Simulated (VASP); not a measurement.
# TaN (d.f) (Fm-3m) in VASP: single point with PBE+D3(BJ)

Aim: the single point of TaN (d.f) with PBE+D3(BJ).

Everything below comes from runs of VASP 6.6.1. Logs are shortened: lines on timing, memory, paths and dates and some standing lists are left out, and cuts for length are marked.

## 1. The cell of the first run

The structure is cubic, space group Fm-3m (No. 225). Conventional cell: a = 4.384 Å, b = 4.384 Å, c = 4.384 Å, α = 90.00°, β = 90.00°, γ = 90.00°. Ta (site symmetry m-3m) has 6 N at 2.19 Å within 2.9 Å. Within 2.9 Å of N (site symmetry m-3m) lie 6 Ta at 2.19 Å.

## 2. Single point, PBE+D3(BJ)

INCAR reads:

```
SYSTEM = TaN
ALGO     = Normal         ! electronic algorithm
EDIFF    = 1E-6           ! SCF threshold, eV
ENCUT    = 600            ! plane-wave cutoff, eV
GGA      = PE             ! functional
GGA_COMPAT= .False.      
ISIF     = 2              ! what is computed and relaxed
ISMEAR   = 0              ! smearing method
IVDW     = 12             ! dispersion correction
LASPH    = .True.         ! aspherical terms in the spheres
LCHARG   = .False.        ! write CHGCAR
LREAL    = .False.        ! projectors in reciprocal space
LWAVE    = .False.        ! write WAVECAR
NBANDS   = 15             ! bands
NELM     = 120            ! most SCF steps
PREC     = Accurate       ! precision mode
SIGMA    = 0.1            ! smearing width, eV
```

KPOINTS reads:

```
k-points
0
Gamma
  16 16 16
  0 0 0
```

POSCAR reads:

```
TaN
1.0
    0.0000000000      2.1921251125      2.1921251125
    2.1921251125      0.0000000000      2.1921251125
    2.1921251125      2.1921251125      0.0000000000
Ta N
1 1
Direct
    0.0000000000      0.0000000000      0.0000000000
    0.5000000000      0.5000000000      0.5000000000
```

Potentials or basis: VASP PAW PBE potentials, release 64 (Ta_pv, N).

Command:

```
> cat potpaw_PBE.64/Ta_pv/POTCAR potpaw_PBE.64/N/POTCAR > POTCAR
> mpirun -np 1 vasp_std > vasp.out
```

OUTCAR:

```text
SYSTEM = TaN
   EDIFF = 1E-6
   ENCUT = 600
   GGA = PE
   ISIF = 2
   ISMEAR = 0
   IVDW = 12
   LASPH = .True.
   LREAL = .False.
   NELM = 120
   PREC = Accurate
 IVDW          = 12

 ion  position               nearest neighbor table
   1  0.000  0.000  0.000-   2 2.19   2 2.19   2 2.19   2 2.19   2 2.19   2 2.19
   2  0.500  0.500  0.500-   1 2.19   1 2.19   1 2.19   1 2.19   1 2.19   1 2.19

  LATTYP: Found a face centered cubic cell.
 ALAT       =     4.3842502250

  Lattice vectors:

 A1 = (   0.0000000000,   2.1921251125,   2.1921251125)
 A2 = (   2.1921251125,   0.0000000000,   2.1921251125)
 A3 = (   2.1921251125,   2.1921251125,   0.0000000000)

Analysis of symmetry for initial positions (statically):
=====================================================================
 Subroutine PRICEL returns:
 Original cell was already a primitive cell.

 Routine SETGRP: Setting up the symmetry group for a
 face centered cubic supercell.

 Subroutine GETGRP returns: Found 48 space group operations
 (whereof 48 operations were pure point group operations)
 out of a pool of 48 trial point group operations.

The static configuration has the point symmetry O_h .

Analysis of symmetry for dynamics (positions and initial velocities):
=====================================================================
 Subroutine PRICEL returns:
 Original cell was already a primitive cell.

 Routine SETGRP: Setting up the symmetry group for a
 face centered cubic supercell.

 Subroutine GETGRP returns: Found 48 space group operations
 (whereof 48 operations were pure point group operations)
 out of a pool of 48 trial point group operations.

The dynamic configuration has the point symmetry O_h .

 Subroutine INISYM returns: Found 48 space group operations
 (whereof 48 operations are pure point group operations),
 and found     1 'primitive' translations

----------------------------------------------------------------------------------------

                                     Primitive cell

  volume of cell :      21.0681

  direct lattice vectors                    reciprocal lattice vectors
     0.000000000  2.192125112  2.192125112    -0.228089171  0.228089171  0.228089171
     2.192125112  0.000000000  2.192125112     0.228089171 -0.228089171  0.228089171
     2.192125112  2.192125112  0.000000000     0.228089171  0.228089171 -0.228089171

  length of vectors
     3.100133065  3.100133065  3.100133065     0.395062033  0.395062033  0.395062033

  position of ions in fractional coordinates (direct lattice)
     0.000000000  0.000000000  0.000000000
     0.500000000  0.500000000  0.500000000

  ion indices of the primitive-cell ions
   primitive index   ion index
                 1           1
                 2           2

----------------------------------------------------------------------------------------

 KPOINTS: k-points

Automatic generation of k-mesh.
 Grid dimensions read from file:
 generate k-points for:   16   16   16

 Generating k-lattice:

  Cartesian coordinates                     Fractional coordinates (reciprocal lattice)
    -0.014255573  0.014255573  0.014255573     0.062500000  0.000000000  0.000000000
     0.014255573 -0.014255573  0.014255573     0.000000000  0.062500000  0.000000000
     0.014255573  0.014255573 -0.014255573     0.000000000  0.000000000  0.062500000

  Length of vectors
     0.024691377  0.024691377  0.024691377

  Shift w.r.t. Gamma in fractional coordinates (k-lattice)
     0.000000000  0.000000000  0.000000000

 Subroutine IBZKPT returns following result:
 ===========================================

 Found    145 irreducible k-points:

 Following reciprocal coordinates:
            Coordinates               Weight
  0.000000  0.000000  0.000000      1.000000
  0.062500  0.000000  0.000000      8.000000
  0.125000  0.000000  0.000000      8.000000
  0.187500  0.000000  0.000000      8.000000
  0.250000  0.000000  0.000000      8.000000
  0.312500  0.000000  0.000000      8.000000
[... 16 lines left out ...]
 -0.125000  0.062500  0.000000     24.000000
 -0.062500  0.062500  0.000000     12.000000
 [... further k-points ...]
   k-points           NKPTS =    145   k-points in BZ     NKDIM =    145   number of bands    NBANDS=     15
   number of dos      NEDOS =    301   number of ions     NIONS =      2
   total plane-waves  NPLWV =  21952
   dimension x,y,z NGX =    28 NGY =   28 NGZ =   28
   dimension x,y,z NGXF=    56 NGYF=   56 NGZF=   56
   ions per type =               1   1
   NGX,Y,Z   is equivalent  to a cutoff of  15.02, 15.02, 15.02 a.u.
   NGXF,Y,Z  is equivalent  to a cutoff of  30.03, 30.03, 30.03 a.u.
 SYSTEM =  TaN
   PREC   = accura    normal or accurate (medium, high low for compatibility)
   ISTART =      0    job   : 0-new  1-cont  2-samecut
   ICHARG =      2    charge: 1-file 2-atom 10-const
   ISPIN  =      1    spin polarized calculation?
   LNONCOLLINEAR =      F non collinear calculations
   LSORBIT =      F    spin-orbit coupling
   LASPH  =      T    aspherical Exc in radial PAW
   ENCUT  =  600.0 eV  44.10 Ry    6.64 a.u.   6.19  6.19  6.19*2*pi/ulx,y,z
   NELM   =    120;   NELMIN=  2; NELMDL= -5     # of ELM steps
   EDIFF  = 0.1E-05   stopping-criterion for ELM
   LREAL  =      F    real-space projection
   EDIFFG = 0.1E-04   stopping-criterion for IOM
   NSW    =      0    number of steps for IOM
   IBRION =     -1    ionic relax: 0-MD 1-quasi-New 2-CG
   NFREE  =      0    steps in history (QN), initial steepest desc. (CG)
   ISIF   =      2    stress and relaxation
   ISYM   =      2    0-nonsym 1-usesym 2-fastsym
   POTIM  = 0.5000    time-step for ionic-motion
   TEBEG  =    0.0;   TEEND  =   0.0 temperature during run
   PSTRESS=    0.0 pullay stress
   NELECT =      16.0000    total number of electrons
   NUPDOWN=      -1.0000    fix difference up-down
   EMIN   =  10.00;   EMAX   =-10.00  energy-range for DOS
   EFERMI =   0.00;   METHOD = LEGACY
   ISMEAR =     0;   SIGMA  =   0.10  broadening in eV -4-tet -1-fermi 0-gaus
   EFERMI_NEDOS =   21; number of points for ismear=-14 and -15
   IALGO  =     38    algorithm
   IMIX   =      4    mixing-type and parameters
     AMIX     =   0.40;   BMIX     =  1.00
     AMIX_MAG =   1.60;   BMIX_MAG =  1.00
  volume/ion in A,a.u.               =      10.53        71.09
  Fermi-wavevector in a.u.,A,eV,Ry     =   1.493618  2.822528 30.353159  2.230894
  Thomas-Fermi vector in A             =   2.605995
   LORBIT       =      0    0 simple, 1 ext, 2 COOP (PROOUT), +10 PAW based schemes
   GGA     = PE    functional components
   LHFCALC =     F    Hartree Fock is set to
   AEXX    =    0.0000 exact exchange contribution
   IVDW    =    12    specifies the selected vdW correction
   LEPSILON=     F    determine dielectric tensor
   LRPA    =     F    only Hartree local field effects (RPA)
 non-spin polarized calculation
 Gauss-broadening in eV      SIGMA  =   0.10
  energy-cutoff  :      600.00
  volume of cell :       21.07
 maximum number of plane-waves:       725
 NGX is ok and might be reduce to    28
   NGX = 13   NGY = 13   NGZ = 13

 number of electron      16.0000000 magnetization

 Free energy of the ion-electron system (eV)
  ---------------------------------------------------
  ext. energy  EPLUGINS =         0.00000000
  ---------------------------------------------------
  free energy    TOTEN  =       -21.81431349 eV

  energy without entropy =      -21.80866220  energy(sigma->0) =      -21.81148785

 E-fermi :   9.6457     XC(G=0): -13.4890

 val. band max:        9.6328617345   @ k =  -0.2500   0.3750   0.1250
 cond. band min:       9.6489467462   @ k =  -0.3125   0.3125   0.1250
 fundamental gap:      0.0160850117
 Fermi energy:         9.6457323192

 k-point     1 :       0.0000    0.0000    0.0000
  band No.  band energies     occupation
      1     -26.1064      2.00000
      2     -26.1064      2.00000
      3     -26.1064      2.00000
      4      -9.2898      2.00000
      5       5.7975      2.00000
      6       5.7975      2.00000
      7       5.7975      2.00000
      8       7.5208      2.00000
      9       7.5208      2.00000
     10       7.5208      2.00000
     11       9.7188      0.30129
     12       9.7188      0.30128
     13      11.2504      0.00000
     14      19.0614      0.00000
     15      22.0380      0.00000

 k-point     2 :       0.0625    0.0000    0.0000
  band No.  band energies     occupation
      1     -26.1428      2.00000
      2     -26.1096      2.00000
      3     -26.1096      2.00000
      4      -9.1930      2.00000
      5       5.2835      2.00000
      6       5.4533      2.00000
      7       5.4533      2.00000
      8       7.6804      2.00000
      9       7.6804      2.00000
     10       7.7498      2.00000
     11      10.1154      0.00000
     12      10.1154      0.00000
     13      11.5417      0.00000
     14      19.3602      0.00000
     15      22.0380      0.00000

 k-point     3 :       0.1250    0.0000    0.0000
  band No.  band energies     occupation
      1     -26.2451      2.00000
      2     -26.1190      2.00000
      3     -26.1190      2.00000
      4      -8.9132      2.00000
      5       4.2404      2.00000
      6       4.7408      2.00000
      7       4.7408      2.00000
      8       8.0523      2.00000
      9       8.0523      2.00000
     10       8.0900      2.00000
     11      11.0798      0.00000
     12      11.0798      0.00000
     13      12.2851      0.00000
     14      20.1874      0.00000
     15      22.0377      0.00000
[... 343 lines left out ...]
 k-point    23 :      -0.1250    0.0625    0.0000
  band No.  band energies     occupation
      1     -26.3045      2.00000
      2     -26.1512      2.00000
      3     -26.1145      2.00000
      4      -8.7126      2.00000
      5       3.5839      2.00000
      6       4.1832      2.00000
      7       4.6628      2.00000
      8       7.9965      2.00000
      9       8.2142      2.00000
     10       8.8187      2.00000
     11      10.7510      0.00000
     12      12.1889      0.00000
     13      12.9554      0.00000
     14      20.7688      0.00000
     15      22.0374      0.00000

 k-point    24 :      -0.0625    0.0625    0.0000
  band No.  band energies     occupation
      1     -26.1931      2.00000
      2     -26.1292      2.00000
      3     -26.1085      2.00000
      4      -9.0371      2.00000
      5       4.5820      2.00000
      6       4.9007      2.00000
      7       5.2473      2.00000
      8       7.6973      2.00000
      9       7.9159      2.00000
     10       8.2321      2.00000
     11      10.1445      0.00000
     12      11.0120      0.00000
     13      12.0588      0.00000
     14      19.8347      0.00000
     15      22.0378      0.00000

 [... further k-points ...]

------------------------ aborting loop because EDIFF is reached ----------------------------------------

 Edisp (eV)   -0.95390

 E8    (eV) :    -0.4412

  FORCE on cell =-STRESS in cart. coord.  units (eV):
  Direction    XX          YY          ZZ          XY          YZ          ZX
  --------------------------------------------------------------------------------------
  -------------------------------------------------------------------------------------
  Total       0.13010     0.13010     0.13010     0.00000     0.00000     0.00000
  in kB       9.89372     9.89372     9.89372     0.00000     0.00000     0.00000
  external pressure =        9.89 kB  Pullay stress =        0.00 kB

 VOLUME and BASIS-vectors are now :
 -----------------------------------------------------------------------------
  energy-cutoff  :      600.00
  volume of cell :       21.07
      direct lattice vectors                 reciprocal lattice vectors
     0.000000000  2.192125112  2.192125112    -0.228089171  0.228089171  0.228089171
     2.192125112  0.000000000  2.192125112     0.228089171 -0.228089171  0.228089171
     2.192125112  2.192125112  0.000000000     0.228089171  0.228089171 -0.228089171

 POSITION                                       TOTAL-FORCE (eV/Angst)
 -----------------------------------------------------------------------------------
      0.00000      0.00000      0.00000         0.000000      0.000000      0.000000
      2.19213      2.19213      2.19213        -0.000000     -0.000000     -0.000000
 -----------------------------------------------------------------------------------
    total drift:                                0.000000      0.000000      0.000000

  FREE ENERGIE OF THE ION-ELECTRON SYSTEM (eV)
  ---------------------------------------------------
  free  energy   TOTEN  =       -22.7682151293 eV

  energy  without entropy=      -22.7625638485  energy(sigma->0) =      -22.76538949
```

Wall time 63 s (1 thread of Intel Xeon Platinum 8259CL at 2.50GHz (Skylake/Cascade Lake), shared host); peak memory 0.21 GiB.

What came out:

* Free energy: -22.7682 eV
* Pressure: 1.0 GPa
* Band gap on the k mesh: zero (band 8 reaches 11.58 eV, above the bottom of band 9 at 7.52 eV)
* Dispersion energy per atom: -0.477 eV

Caveat: spin-orbit coupling is left out, which moves the levels of the heavy elements; pairwise dispersion overbinds metals, which lowers pressure and volume.
